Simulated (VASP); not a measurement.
MgGaC4N4:

```
CELL_PARAMETERS angstrom
5.93632 0.00000 0.00000
0.00000 5.93632 0.00000
0.00000 0.00000 5.93632
ATOMIC_POSITIONS crystal
Mg 0.50000 0.50000 0.50000
Ga 0.00000 0.00000 0.00000
C 0.18440 0.18440 0.18440
C 0.18440 0.81560 0.81560
C 0.81560 0.18440 0.81560
C 0.81560 0.81560 0.18440
N 0.29819 0.29819 0.29819
N 0.29819 0.70181 0.70181
N 0.70181 0.29819 0.70181
N 0.70181 0.70181 0.29819
```

```yaml
Program: VASP 6.6.1
Task: relaxation of cell and atoms
Functional: PBE
Potentials_or_basis: VASP PAW PBE potentials, release 64 (Mg, Ga_d, C, N)
Cutoff: 600 eV
k_mesh: 4 × 4 × 4
Occupations: gaussian, width 0.1 eV
Spin: no spin polarisation
```

At the start: pressure 2.4 GPa; volume 20.92 Å³/atom.

Task: Where does the relaxation end?

Result: Over 17 steps the energy falls by 19.6 meV/atom and the volume is 21.43 Å³/atom (+2.4 %); space group P-43m (No. 215, to 0.1 Å) before and after.

The path:
| step | energy change (eV) | largest force (eV/Å) | pressure (GPa) | volume (Å³) |
| --- | --- | --- | --- | --- |
| 1 | 0.0000 | 0.9148 | 2.36 | 209.19 |
| 2 | -0.0479 | 2.7240 | -3.11 | 218.64 |
| 3 | -0.1058 | 1.8745 | -0.94 | 214.53 |
| 4 | -0.1723 | 0.6073 | -0.69 | 216.68 |
| 5 | -0.1798 | 0.2532 | -0.56 | 217.68 |
| 6 | -0.1823 | 0.1941 | -0.56 | 217.51 |
| 7 | -0.1879 | 0.1297 | -0.64 | 217.00 |
| 8 | -0.1913 | 0.3387 | -0.76 | 215.99 |
| 9 | -0.1928 | 0.2383 | -0.61 | 215.72 |
| 10 | -0.1937 | 0.0720 | -0.37 | 215.28 |
| 11 | -0.1939 | 0.0621 | -0.33 | 215.23 |
| 12 | -0.1946 | 0.0639 | -0.25 | 215.07 |
| 13 | -0.1955 | 0.0792 | -0.13 | 214.74 |
| 14 | -0.1957 | 0.1523 | 0.12 | 214.10 |
| 15 | -0.1959 | 0.0986 | 0.00 | 214.38 |
| 16 | -0.1960 | 0.0928 | -0.09 | 214.23 |
| 17 | -0.1961 | 0.0102 | -0.07 | 214.30 |

Final structure:
```
Mg Ga C N
1.0
     5.98419    0.00000    0.00000
     0.00000    5.98419    0.00000
     0.00000    0.00000    5.98419
Mg Ga C N
1 1 4 4
Direct
  0.50000 0.50000 0.50000
  0.00000 0.00000 0.00000
  0.18980 0.18980 0.18980
  0.18980 0.81020 0.81020
  0.81020 0.18980 0.81020
  0.81020 0.81020 0.18980
  0.30319 0.30319 0.30319
  0.30319 0.69681 0.69681
  0.69681 0.30319 0.69681
  0.69681 0.69681 0.30319
```

Caveat: an odd number of electrons without spin polarisation forces a metal; a magnetic or distorted state may lie lower.
